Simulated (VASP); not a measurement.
Write the native input for VASP 6.6.1 that does the following.

| Property | Result |
| --- | --- |
| Task | single point |
| Functional | r2SCAN |
| Potentials or basis | VASP PAW PBE potentials, release 64 (Sn_d, Se) |
| Cutoff | 520 eV |
| k mesh | 12 × 12 × 4 |
| Occupations | gaussian, width 0.02 eV |
| Spin | no spin polarisation |
| Dipole correction | no |
| Further INCAR settings | ALGO = Normal; EDIFF = 1e-07; NBANDS = 20 |

SnSe2:

```
Sn Se
1.0
     3.84056    0.00000    0.00000
    -1.92028    3.32602    0.00000
     0.00000    0.00000    6.78562
Sn Se
1 2
Direct
  0.00000 0.00000 0.00000
  0.66667 0.33333 0.76780
  0.33333 0.66667 0.23220
```

This cell differs from its parent crystal: strain along c alone, the other axes held: +4.0 %, then relaxed in part.

The input as run:

POSCAR

```
SnSe2
1.0
    3.8405603077      0.0000000000      0.0000000000
   -1.9202801539      3.3260227912      0.0000000000
    0.0000000000      0.0000000000      6.7856171339
Sn Se
1 2
Direct
    0.0000000000      0.0000000000      0.0000000000
    0.6666666667      0.3333333333      0.7677994023
    0.3333333333      0.6666666667      0.2322005977
```

INCAR.step1

```
SYSTEM = SnSe2
ALGO     = Normal         ! electronic algorithm
EDIFF    = 1E-4           ! SCF threshold, eV
ENCUT    = 520            ! plane-wave cutoff, eV
GGA      = PE             ! functional
ISMEAR   = 0              ! smearing method
LASPH    = .True.         ! aspherical terms in the spheres
LCHARG   = .False.        ! write CHGCAR
LREAL    = .False.        ! projectors in reciprocal space
LWAVE    = .True.         ! write WAVECAR
NBANDS   = 20             ! bands
NELM     = 60             ! most SCF steps
PREC     = Accurate       ! precision mode
SIGMA    = 0.02           ! smearing width, eV
```

INCAR.step2

```
SYSTEM = SnSe2
ALGO     = Normal         ! electronic algorithm
EDIFF    = 1E-7           ! SCF threshold, eV
ENCUT    = 520            ! plane-wave cutoff, eV
ISIF     = 2              ! what is computed and relaxed
ISMEAR   = 0              ! smearing method
ISTART   = 1            
LASPH    = .True.         ! aspherical terms in the spheres
LCHARG   = .True.         ! write CHGCAR
LELF     = .True.         ! ELF
LMIXTAU  = .True.       
LREAL    = .False.        ! projectors in reciprocal space
LVHAR    = .True.       
LWAVE    = .False.        ! write WAVECAR
METAGGA  = R2SCAN         ! meta-GGA
NBANDS   = 20             ! bands
NELM     = 60             ! most SCF steps
PREC     = Accurate       ! precision mode
SIGMA    = 0.02           ! smearing width, eV
```

KPOINTS

```
k-points
0
Gamma
  12 12 4
  0 0 0
```

Potentials or basis: VASP PAW PBE potentials, release 64 (Sn_d, Se).

Run with:

```sh
$ cat potpaw_PBE.64/Sn_d/POTCAR potpaw_PBE.64/Se/POTCAR > POTCAR
$ cp INCAR.step1 INCAR
$ mpirun -np 1 vasp_std > vasp.out
$ cp INCAR.step2 INCAR
$ mpirun -np 1 vasp_std > vasp.out
```

It gave:

```yaml
Pressure: -0.2 GPa
Largest_force: 0.013 eV/Å
Band_gap_on_the_k_mesh: 1.03 eV (least direct gap 1.45 eV)
```

Caveat: the cell differs from its parent crystal (strain along c alone, the other axes held: +4.0 %, then relaxed in part); the PAW data sets were made with another functional, which shifts forces and pressure a little; spin-orbit coupling is left out, which moves the levels of the heavy elements.

Wall time 3.8 min on 1 thread of Intel(R) Xeon(R) 6975P-C (Granite Rapids), with other jobs on the host, peak memory 0.29 GiB.
